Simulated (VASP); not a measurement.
Wanted: the native input for a VASP 6.6.1 run.

| Quantity | Value |
| --- | --- |
| Task | single point |
| Functional | PBE |
| Potentials or basis | VASP PAW PBE potentials, release 64 (Co, O) |
| Cutoff | 520 eV |
| k mesh | 4 × 4 × 6 |
| Occupations | gaussian, width 0.1 eV |
| Spin | collinear spin, ferromagnetic start |
| Starting moments | [1.99, 1.99, 1.99, 1.99, 0.27, 0.27] μB |
| Dipole correction | no |
| Further INCAR settings | ALGO = Normal; EDIFF = 1e-06; NBANDS = 37 |

The structure of Co2O lies in POSCAR:

```
Co2O
1.0
    4.8720624829      0.0000000000      0.0000000000
    0.0000000000      4.8720624829      0.0000000000
    0.0000000000      0.0000000000      2.6715922691
Co O
4 2
Direct
    0.2737837247      0.2737837247      0.0000000000
    0.2262162753      0.7737837247      0.5000000000
    0.7262162753      0.7262162753      0.0000000000
    0.7737837247      0.2262162753      0.5000000000
    0.0000000000      0.0000000000      0.0000000000
    0.5000000000      0.5000000000      0.5000000000
```

The input as run:

INCAR

```
SYSTEM = Co2O
ALGO = Normal
EDIFF = 1E-6
ENCUT = 520
GGA = PE
ISIF = 2
ISMEAR = 0
ISPIN = 2
LASPH = .True.
LCHARG = .False.
LMAXMIX = 4
LORBIT = 11
LREAL = .False.
LWAVE = .False.
MAGMOM = 1.99 1.99 1.99 1.99 0.27 0.27
NBANDS = 37
NELM = 150
PREC = Accurate
SIGMA = 0.1
```

KPOINTS

```
k-points
0
Gamma
  4 4 6
  0 0 0
```

Potentials or basis: VASP PAW PBE potentials, release 64 (Co, O).

The run is started by

```bash
$ cat potpaw_PBE.64/Co/POTCAR potpaw_PBE.64/O/POTCAR > POTCAR
$ mpirun -np 1 vasp_std > vasp.out
```

Results of the run:

| Quantity | Value |
| --- | --- |
| Pressure | -0.1 GPa |
| Largest force | 0.013 eV/Å |
| Net moment | 8.08 μB per cell |
| Site moments | Co +1.95; O +0.23 μB |
| Valence electrons inside the program's atomic spheres | Co 8.06; O 5.02 |

Caveat: the k points lie up to 0.39 Å⁻¹ apart.

It took 46 s on 1 thread of Intel(R) Xeon(R) 6975P-C (Granite Rapids), with other jobs on the host, peak memory 0.23 GiB.
